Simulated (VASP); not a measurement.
# ZrB in VASP: further runs

ZrB is run at these levels: LDA; tasks: single point.

Everything below comes from runs of VASP 6.6.1. Logs are shortened: lines on timing, memory, paths and dates and some standing lists are left out, and cuts for length are marked.

### Step 1. The cell of the first run

Symmetry: Fm-3m, No. 225, cubic system. Conventional cell: a = 4.956 Å, b = 4.956 Å, c = 4.956 Å, α = 90.00°, β = 90.00°, γ = 90.00°. Zr (site symmetry m-3m) has 6 B at 2.48 Å within 3.3 Å. Within 3.3 Å of B (site symmetry m-3m) lie 6 Zr at 2.48 Å.

### Step 2. Single point, LDA (15.22 Å³/atom)

File INCAR:

```
SYSTEM = ZrB
PREC     = Accurate       ! precision mode
ENCUT    = 520            ! plane-wave cutoff, eV
EDIFF    = 1E-6           ! SCF threshold, eV
ISMEAR   = 0              ! smearing method
SIGMA    = 0.15           ! smearing width, eV
LREAL    = .False.        ! projectors in reciprocal space
LASPH    = .True.         ! aspherical terms in the spheres
NELM     = 80             ! most SCF steps
ALGO     = Normal         ! electronic algorithm
ISIF     = 2              ! what is computed and relaxed
LWAVE    = .False.        ! write WAVECAR
LCHARG   = .False.        ! write CHGCAR
GGA      = CA             ! functional
NBANDS   = 14             ! bands
```

File KPOINTS:

```
Automatic mesh
0
Gamma
  18 18 18
  0 0 0
```

File POSCAR:

```
ZrB
1.0
    0.0000000000      2.4781563648      2.4781563648
    2.4781563648      0.0000000000      2.4781563648
    2.4781563648      2.4781563648      0.0000000000
Zr B
1 1
Direct
    0.0000000000      0.0000000000      0.0000000000
    0.5000000000      0.5000000000      0.5000000000
```

Potentials or basis: VASP PAW LDA potentials, release 64 (Zr_sv, B).

Command:

```console
cat potpaw_LDA.64/Zr_sv/POTCAR potpaw_LDA.64/B/POTCAR > POTCAR
mpirun -np 1 vasp_std > vasp.out
```

OUTCAR:

```text
SYSTEM = ZrB
   PREC = Accurate
   ENCUT = 520
   EDIFF = 1E-6
   ISMEAR = 0
   LREAL = .False.
   LASPH = .True.
   NELM = 80
   ISIF = 2
   GGA = CA

 ion  position               nearest neighbor table
   1  0.000  0.000  0.000-   2 2.48   2 2.48   2 2.48   2 2.48   2 2.48   2 2.48
   2  0.500  0.500  0.500-   1 2.48   1 2.48   1 2.48   1 2.48   1 2.48   1 2.48

  LATTYP: Found a face centered cubic cell.
 ALAT       =     4.9563127296

  Lattice vectors:

 A1 = (   0.0000000000,   2.4781563648,   2.4781563648)
 A2 = (   2.4781563648,   0.0000000000,   2.4781563648)
 A3 = (   2.4781563648,   2.4781563648,   0.0000000000)

Analysis of symmetry for initial positions (statically):
=====================================================================
 Subroutine PRICEL returns:
 Original cell was already a primitive cell.

 Routine SETGRP: Setting up the symmetry group for a
 face centered cubic supercell.

 Subroutine GETGRP returns: Found 48 space group operations
 (whereof 48 operations were pure point group operations)
 out of a pool of 48 trial point group operations.

The static configuration has the point symmetry O_h .

Analysis of symmetry for dynamics (positions and initial velocities):
=====================================================================
 Subroutine PRICEL returns:
 Original cell was already a primitive cell.

 Routine SETGRP: Setting up the symmetry group for a
 face centered cubic supercell.

 Subroutine GETGRP returns: Found 48 space group operations
 (whereof 48 operations were pure point group operations)
 out of a pool of 48 trial point group operations.

The dynamic configuration has the point symmetry O_h .

 Subroutine INISYM returns: Found 48 space group operations
 (whereof 48 operations are pure point group operations),
 and found     1 'primitive' translations

----------------------------------------------------------------------------------------

                                     Primitive cell

  volume of cell :      30.4380

  direct lattice vectors                    reciprocal lattice vectors
     0.000000000  2.478156365  2.478156365    -0.201762894  0.201762894  0.201762894
     2.478156365  0.000000000  2.478156365     0.201762894 -0.201762894  0.201762894
     2.478156365  2.478156365  0.000000000     0.201762894  0.201762894 -0.201762894

  length of vectors
     3.504642341  3.504642341  3.504642341     0.349463584  0.349463584  0.349463584

  position of ions in fractional coordinates (direct lattice)
     0.000000000  0.000000000  0.000000000
     0.500000000  0.500000000  0.500000000

  ion indices of the primitive-cell ions
   primitive index   ion index
                 1           1
                 2           2

[... 88 lines left out ...]
   IALGO  =     38    algorithm
   IMIX   =      4    mixing-type and parameters
     AMIX     =   0.40;   BMIX     =  1.00
     AMIX_MAG =   1.60;   BMIX_MAG =  1.00
  volume/ion in A,a.u.               =      15.22       102.70
  Fermi-wavevector in a.u.,A,eV,Ry     =   1.293103  2.443611 22.750521  1.672116
  Thomas-Fermi vector in A             =   2.424770
   LORBIT       =      0    0 simple, 1 ext, 2 COOP (PROOUT), +10 PAW based schemes
   GGA     = CA    functional components
   LHFCALC =     F    Hartree Fock is set to
   AEXX    =    0.0000 exact exchange contribution
   IVDW    =     0    specifies the selected vdW correction
   LEPSILON=     F    determine dielectric tensor
   LRPA    =     F    only Hartree local field effects (RPA)
 non-spin polarized calculation
 Gauss-broadening in eV      SIGMA  =   0.15
  energy-cutoff  :      520.00
  volume of cell :       30.44
 maximum number of plane-waves:       869
 NGX is ok and might be reduce to    28
   NGX = 13   NGY = 13   NGZ = 13

 number of electron      15.0000000 magnetization

 Free energy of the ion-electron system (eV)
  ---------------------------------------------------
  ext. energy  EPLUGINS =         0.00000000
  ---------------------------------------------------
  free energy    TOTEN  =       -17.44472583 eV

  energy without entropy =      -17.43098188  energy(sigma->0) =      -17.43785385

 E-fermi :   7.0275     XC(G=0): -11.5104

 val. band max:        7.0177456643   @ k =   0.4444   0.2778   0.1111
 cond. band min:       7.0283133006   @ k =   0.2778   0.1667   0.0000
 fundamental gap:      0.0105676363
 Fermi energy:         7.0274913022

 k-point     1 :       0.0000    0.0000    0.0000
  band No.  band energies     occupation
      1     -40.3060      2.00000
      2     -18.2909      2.00000
      3     -18.2909      2.00000
      4     -18.2909      2.00000
      5      -0.8254      2.00000
      6       8.6844      0.00000
      7       8.6844      0.00000
      8       8.6844      0.00000
      9      10.0496      0.00000
     10      10.0496      0.00000
     11      10.3817      0.00000
     12      10.3817      0.00000
     13      10.3817      0.00000
     14      17.6736      0.00000
[... 377 lines left out ...]
      1     -40.2808      2.00000
      2     -18.5274      2.00000
      3     -18.3330      2.00000
      4     -18.3094      2.00000
      5       0.3778      2.00000
      6       6.2645      2.00000
      7       6.9367      1.60816
      8       7.0901      0.55499
      9       9.6697      0.00000
     10      10.2330      0.00000
     11      11.2886      0.00000
     12      13.8766      0.00000
     13      15.0369      0.00000
     14      18.1800      0.00000

 [... further k-points ...]

------------------------ aborting loop because EDIFF is reached ----------------------------------------

  FORCE on cell =-STRESS in cart. coord.  units (eV):
  Direction    XX          YY          ZZ          XY          YZ          ZX
  --------------------------------------------------------------------------------------
  -------------------------------------------------------------------------------------
  Total       -2.1725824     -2.1725824     -2.1725824      0.0000000     -0.0000000     -0.0000000
  in kB     -114.3591000   -114.3591000   -114.3591000      0.0000000     -0.0000000     -0.0000000
  external PRESSURE =    -114.3591000 kB  Pullay stress =       0.0000000 kB

 VOLUME and BASIS-vectors are now :
 -----------------------------------------------------------------------------
  energy-cutoff  :      520.00
  volume of cell :       30.44
      direct lattice vectors                 reciprocal lattice vectors
     0.000000000  2.478156365  2.478156365    -0.201762894  0.201762894  0.201762894
     2.478156365  0.000000000  2.478156365     0.201762894 -0.201762894  0.201762894
     2.478156365  2.478156365  0.000000000     0.201762894  0.201762894 -0.201762894

 POSITION                                       TOTAL-FORCE (eV/Angst)
 -----------------------------------------------------------------------------------
      0.00000      0.00000      0.00000         0.000000      0.000000      0.000000
      2.47816      2.47816      2.47816         0.000000      0.000000      0.000000
 -----------------------------------------------------------------------------------
    total drift:                               -0.000000      0.000000      0.000000

  FREE ENERGIE OF THE ION-ELECTRON SYSTEM (eV)
  ---------------------------------------------------
  free  energy   TOTEN  =       -17.4447258300 eV

  energy  without entropy=      -17.4309818778  energy(sigma->0) =      -17.43785385
```

OSZICAR:

```text
N       E                     dE             d eps       ncg     rms          rms(c)
DAV:   1     0.904484347753E+02    0.90448E+02   -0.76846E+03  5468   0.101E+03
DAV:   2    -0.154746988209E+02   -0.10592E+03   -0.10066E+03  6768   0.275E+02
DAV:   3    -0.193398012470E+02   -0.38651E+01   -0.38267E+01  8678   0.439E+01
DAV:   4    -0.194129643902E+02   -0.73163E-01   -0.73142E-01  6270   0.551E+00
DAV:   5    -0.194145278613E+02   -0.15635E-02   -0.15633E-02  8324   0.590E-01    0.160E+01
DAV:   6    -0.174650837805E+02    0.19494E+01   -0.30521E+00  6308   0.145E+01    0.519E+00
DAV:   7    -0.174531350645E+02    0.11949E-01   -0.24796E-01  7478   0.333E+00    0.266E+00
DAV:   8    -0.174454463998E+02    0.76887E-02   -0.38161E-02  6864   0.136E+00    0.303E-01
DAV:   9    -0.174447182514E+02    0.72815E-03   -0.38298E-03  6536   0.332E-01    0.147E-01
DAV:  10    -0.174447309530E+02   -0.12702E-04   -0.48838E-04  6336   0.229E-01    0.371E-02
DAV:  11    -0.174447263801E+02    0.45730E-05   -0.25862E-05  7094   0.427E-02    0.543E-03
DAV:  12    -0.174447258300E+02    0.55009E-06   -0.88712E-07  4134   0.107E-02
   1 F= -.17444726E+02 E0= -.17437854E+02  d E =-.137440E-01
```

Run time: 31 s. Hardware: 1 thread of Intel Xeon 6975P-C (Granite Rapids), shared host; peak memory 0.2 GiB.

Results:

```yaml
Free_energy: -17.4447 eV
Pressure: -11.4 GPa
Band_gap_on_the_k_mesh: zero (an odd number of electrons rules out a gap without spin polarisation)
```

Caveat: the cell stands under tension.

### Step 3. Single point, LDA (15.78 Å³/atom)

This run uses another cell than the first one, of 15.78 Å³/atom.

File INCAR:

```
ALGO = Normal ; EDIFF = 1E-6
ENCUT = 520 ; ISIF = 2
ISMEAR = 0 ; LASPH = T
LCHARG = T ; LELF = T
LREAL = F ; LVHAR = T
LWAVE = F ; NBANDS = 14
NELM = 60 ; PREC = Accurate
SIGMA = 0.15
```

File KPOINTS:

```
k-points
0
Gamma
  18 18 18
```

File POSCAR:

```
ZrB
1.0
    0.0000000000      2.5083984217      2.5083984217
    2.5083984217      0.0000000000      2.5083984217
    2.5083984217      2.5083984217      0.0000000000
Zr B
1 1
Direct
    0.0000000000      0.0000000000      0.0000000000
    0.5000000000      0.5000000000      0.5000000000
```

Potentials or basis: VASP PAW LDA potentials, release 64 (Zr_sv, B).

Command:

```console
cat potpaw_LDA.64/Zr_sv/POTCAR potpaw_LDA.64/B/POTCAR > POTCAR
mpirun -np 1 vasp_std > vasp.out
```

OUTCAR:

```text
EDIFF = 1E-6
   ENCUT = 520
   ISIF = 2
   ISMEAR = 0
   LASPH = T
   LREAL = F
   NELM = 60
   PREC = Accurate

 ion  position               nearest neighbor table
   1  0.000  0.000  0.000-   2 2.51   2 2.51   2 2.51   2 2.51   2 2.51   2 2.51
   2  0.500  0.500  0.500-   1 2.51   1 2.51   1 2.51   1 2.51   1 2.51   1 2.51

  LATTYP: Found a face centered cubic cell.
 ALAT       =     5.0167968434

  Lattice vectors:

 A1 = (   0.0000000000,   2.5083984217,   2.5083984217)
 A2 = (   2.5083984217,   0.0000000000,   2.5083984217)
 A3 = (   2.5083984217,   2.5083984217,   0.0000000000)

Analysis of symmetry for initial positions (statically):
=====================================================================
 Subroutine PRICEL returns:
 Original cell was already a primitive cell.

 Routine SETGRP: Setting up the symmetry group for a
 face centered cubic supercell.

 Subroutine GETGRP returns: Found 48 space group operations
 (whereof 48 operations were pure point group operations)
 out of a pool of 48 trial point group operations.

The static configuration has the point symmetry O_h .

Analysis of symmetry for dynamics (positions and initial velocities):
[... 177 lines left out ...]
     10       9.5985      0.00000
     11       9.9695      0.00000
     12       9.9695      0.00000
     13       9.9695      0.00000
     14      16.8694      0.00000
[... 377 lines left out ...]
      1     -40.7746      2.00000
      2     -18.9948      2.00000
      3     -18.8262      2.00000
      4     -18.8057      2.00000
      5       0.0862      2.00000
      6       5.9433      2.00000
      7       6.6208      1.53563
      8       6.7666      0.52019
      9       9.2484      0.00000
     10       9.7824      0.00000
     11      10.8087      0.00000
     12      13.2976      0.00000
     13      14.4205      0.00000
     14      17.4788      0.00000

 [... further k-points ...]

------------------------ aborting loop because EDIFF is reached ----------------------------------------

  FORCE on cell =-STRESS in cart. coord.  units (eV):
  Direction    XX          YY          ZZ          XY          YZ          ZX
  --------------------------------------------------------------------------------------
  -------------------------------------------------------------------------------------
  Total       -3.1152336     -3.1152336     -3.1152336     -0.0000000      0.0000000     -0.0000000
  in kB     -158.1181244   -158.1181244   -158.1181244     -0.0000000      0.0000000     -0.0000000
  external PRESSURE =    -158.1181244 kB  Pullay stress =       0.0000000 kB

 VOLUME and BASIS-vectors are now :
 -----------------------------------------------------------------------------
  energy-cutoff  :      520.00
  volume of cell :       31.57
      direct lattice vectors                 reciprocal lattice vectors
     0.000000000  2.508398422  2.508398422    -0.199330376  0.199330376  0.199330376
     2.508398422  0.000000000  2.508398422     0.199330376 -0.199330376  0.199330376
     2.508398422  2.508398422  0.000000000     0.199330376  0.199330376 -0.199330376

 POSITION                                       TOTAL-FORCE (eV/Angst)
 -----------------------------------------------------------------------------------
      0.00000      0.00000      0.00000         0.000000      0.000000     -0.000000
      2.50840      2.50840      2.50840         0.000000     -0.000000      0.000000
 -----------------------------------------------------------------------------------
    total drift:                               -0.000000      0.000000      0.000000

  FREE ENERGIE OF THE ION-ELECTRON SYSTEM (eV)
  ---------------------------------------------------
  free  energy   TOTEN  =       -17.3487388220 eV

  energy  without entropy=      -17.3344585693  energy(sigma->0) =      -17.34159870
```

It took 32 s on 1 thread of Intel Xeon 6975P-C (Granite Rapids), shared host; peak memory 0.21 GiB.

Results:

```
Free energy            : -17.3487 eV
Pressure               : -15.8 GPa
Band gap on the k mesh : zero (an odd number of electrons rules out a gap without spin polarisation)
```

Levels at points of the mesh, in eV from the Fermi level:
```tsv
k point	band 5	band 6	band 7	band 8	band 9	band 10	band 11	band 12
(0.00, 0.00, 0.00)	-7.77	1.61	1.61	1.61	2.90	2.90	3.27	3.27
(0.50, 0.00, 0.00)	-4.17	-3.63	-1.07	-1.07	4.38	4.38	5.52	7.25
(0.50, 0.50, 0.00)	-5.83	-0.86	-0.68	1.89	1.89	4.18	5.20	5.20
```

Caveat: the cell stands under tension.

### Step 4. Single point, LDA (12.40 Å³/atom)

This run uses another cell than the first one, of 12.40 Å³/atom.

File INCAR:

```
PREC = Accurate
ENCUT = 520
EDIFF = 1E-6
ISMEAR = 0
SIGMA = 0.15
LREAL = F
LASPH = T
NELM = 80
ALGO = Normal
ISIF = 2
LWAVE = F
LCHARG = F
GGA = CA
NBANDS = 14
```

File KPOINTS:

```
Automatic mesh
0
Gamma
  18 18 18
```

File POSCAR:

```
ZrB
1.0
    0.0000000000      2.2683457717      2.4101173824
    2.2683457717      0.0000000000      2.4101173824
    2.2683457717      2.2683457717      0.0000000000
Zr B
1 1
Direct
    0.0000000000      0.0000000000      0.0000000000
    0.5000000000      0.5000000000      0.5000000000
```

Command:

```console
cat potpaw_LDA.64/Zr_sv/POTCAR potpaw_LDA.64/B/POTCAR > POTCAR
mpirun -np 1 vasp_std > vasp.out
```

Wall time 62 s (1 thread of Intel Xeon 6975P-C (Granite Rapids), shared host); peak memory 0.28 GiB.

It converged, with:

```yaml
Free_energy: -17.1481 eV
Pressure: 30.4 GPa
Band_gap_on_the_k_mesh: zero (an odd number of electrons rules out a gap without spin polarisation)
```

Stress tensor (GPa, compression positive):
```
40.04  0.00  0.00
 0.00 40.04  0.00
 0.00  0.00 11.06
```

Levels at points of the mesh, in eV from the Fermi level:
| k point | band 6 | band 7 | band 8 | band 9 | band 10 | band 11 |
| --- | --- | --- | --- | --- | --- | --- |
| (0.00, 0.00, 0.00) | 1.41 | 2.13 | 2.13 | 3.27 | 3.53 | 3.99 |
| (0.50, 0.00, 0.00) | -3.35 | -1.59 | -1.39 | 5.60 | 6.02 | 7.48 |
| (0.50, 0.50, 0.00) | -1.16 | -0.69 | 2.89 | 2.89 | 5.49 | 6.95 |
| (0.50, 0.00, 0.50) | -1.20 | 0.09 | 2.28 | 2.67 | 5.50 | 6.58 |

Caveat: the cell stands under pressure.

### Step 5. Summary

```csv
cell,gap on the mesh (eV),pressure (GPa)
"a = 3.505 Å, angles 60.0°, 2 atoms",none,-11.4
"a = 3.547 Å, angles 60.0°, 2 atoms",none,-15.8
"a = 3.310, b = 3.310, c = 3.208 Å, angles 61.0, 61.0, 58.0°, 2 atoms",none,30.4
```

Alike in all rows: task single point; level LDA; potentials or basis VASP PAW LDA potentials, release 64 (Zr_sv, B); no spin polarisation; k mesh 18 × 18 × 18; cutoff (eV) 520; smearing gaussian 0.15 eV.

Caveats: the cell stands under tension (at least some runs); the cell stands under pressure (at least some runs).

Absolute energies hang on the potentials; compare differences alone.
